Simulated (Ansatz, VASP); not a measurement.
# Two plane-wave programs on Al2O3

```xyz
10
Lattice="2.4867 1.4357 4.5241 -2.4867 1.4357 4.5241 0.0000 -2.8714 4.5241" Properties=species:S:1:pos:R:3 pbc="T T T"
Al    0.0000    0.0000   11.5653
Al    0.0000    0.0000    8.7930
Al    0.0000    0.0000    2.0069
Al    0.0000    0.0000    4.7792
O    -0.9641   -1.4357    5.6551
O     1.7254   -0.1170    5.6551
O    -0.7613    1.5527    5.6551
O     0.9641    1.4357    7.9171
O    -1.7254    0.1170    7.9171
O     0.7613   -1.5527    7.9171
```

Alike in both runs: task single point; functional PBE; k mesh 6 × 6 × 6; occupations gaussian, width 0.05 eV; no spin polarisation.

```csv
,VASP,Ansatz
version,VASP 6.6.1,Ansatz 0.2.0
potentials or method,"VASP PAW PBE potentials, release 64 (Al, O), cutoff 520 eV","scalar-relativistic, plane waves, PAW"
valence electrons in the cell,48,48
```

```csv
,VASP,Ansatz,Ansatz less VASP
gap on the k mesh at the Fermi level (eV),4.65,4.66,+0.010
least direct gap on the mesh (eV),4.65,4.66,+0.010
pressure (GPa),-19.2,-19.1,+0.07
"traceless stress, the component that is largest in VASP (GPa)",0.93,0.95,+0.012
rms of the force components (eV/Å),0.043,0.042,-0.0008
```

Atom by atom the forces differ by 0.002 eV/Å (rms over components).
